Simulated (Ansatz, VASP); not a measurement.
**Two plane-wave programs on HfB2**

INCAR

```
SYSTEM = HfB2
ALGO     = Normal         ! electronic algorithm
EDIFF    = 1E-6           ! SCF threshold, eV
EDIFFG   = -0.01          ! ionic threshold
ENCUT    = 600            ! plane-wave cutoff, eV
GGA      = PE             ! functional
IBRION   = 2              ! ionic algorithm
ISIF     = 3              ! what is computed and relaxed
ISMEAR   = -1             ! smearing method
LASPH    = .True.         ! aspherical terms in the spheres
LCHARG   = .False.        ! write CHGCAR
LDAU     = .True.         ! DFT+U
LDAUJ    = 0 0          
LDAUL    = 2 -1           ! shell
LDAUPRINT= 1            
LDAUTYPE = 2            
LDAUU    = 3 0            ! U, eV
LMAXMIX  = 4              ! l up to which the mixer works
LREAL    = .False.        ! projectors in reciprocal space
LWAVE    = .False.        ! write WAVECAR
NELM     = 150            ! most SCF steps
NSW      = 60             ! ionic steps
PREC     = Accurate       ! precision mode
SIGMA    = 0.05           ! smearing width, eV
```

KPOINTS

```
k-points
0
Gamma
  10 10 8
  0 0 0
```

POSCAR

```
HfB2
1.0
    3.1400000000      0.0000000000      0.0000000000
   -1.5700000000      2.7193197679      0.0000000000
    0.0000000000      0.0000000000      3.4800000000
Hf B
1 2
Direct
    0.0000000000      0.0000000000      0.0000000000
    0.6666666667      0.3333333333      0.5000000000
    0.3333333333      0.6666666667      0.5000000000
```

File input.yaml:

```yaml
crystal:
  lattice:
    - [3.14, 0.0, 0.0]
    - [-1.57, 2.7193197679, 0.0]
    - [0.0, 0.0, 3.48]
  atoms:
    - { symbol: Hf, position: [0.0, 0.0, 0.0] }
    - { symbol: B, position: [0.6666666667, 0.3333333333, 0.5] }
    - { symbol: B, position: [0.3333333333, 0.6666666667, 0.5] }
hamiltonian:
  xc: pbe
  pseudopotentials: { kind: paw }
  hubbard: { sites: [{ species: Hf, l: d, u_eff: 3.0 }] }
kpoints:
  mp_grid: { grid: [10, 10, 8] }
scf:
  occupations: { method: fermi_dirac, width: 0.05 }
output:
  forces: true
  stress: true
  eigenvalues: true
relax:
  f_tol: 0.01
  max_steps: 40
  cell: { stress_tol: 0.05 }
```

Alike in both runs: task relaxation of cell and atoms; functional PBE; k mesh 10 × 10 × 8; occupations fermi-dirac, width 0.05 eV; no spin polarisation; Hubbard terms Hf d U = 3.0 eV.

|  | VASP | Ansatz |
| --- | --- | --- |
| version | VASP 6.6.1 | Ansatz 0.2.0 |
| potentials or method | VASP PAW PBE potentials, release 64 (Hf_pv, B) | Ansatz PAW |
| plane-wave cutoff (eV) | 600 | 420 |
| valence electrons in the cell | 16 | 32 |

VASP gave:

| Property | Result |
| --- | --- |
| gap on the k mesh at the Fermi level, each at its own relaxed structure (eV) | none |
| relaxed volume (Å³/atom) | 10.29 |
| relaxed cell length with the largest relative difference (Å) | 3.555 |

**Question.** What did Ansatz give for the same quantities?

**Answer.** gap on the k mesh at the Fermi level, each at its own relaxed structure (eV): none; relaxed volume (Å³/atom): 10.09; relaxed cell length with the largest relative difference (Å): 3.526.

The programs project onto different local orbitals, so the same U acts differently, and such runs can settle in different states. A gap of «none» marks a metal or a gap that the smearing closes. VASP's potentials hold 16 valence electrons a cell and Ansatz's 32, so a difference there can come from the potentials and not from the codes.

Spin-orbit coupling is off throughout. Noted on Ansatz's run: the plane-wave basis is chosen anew once the cell has moved, so the energies of steps on either side of that aren't comparable.
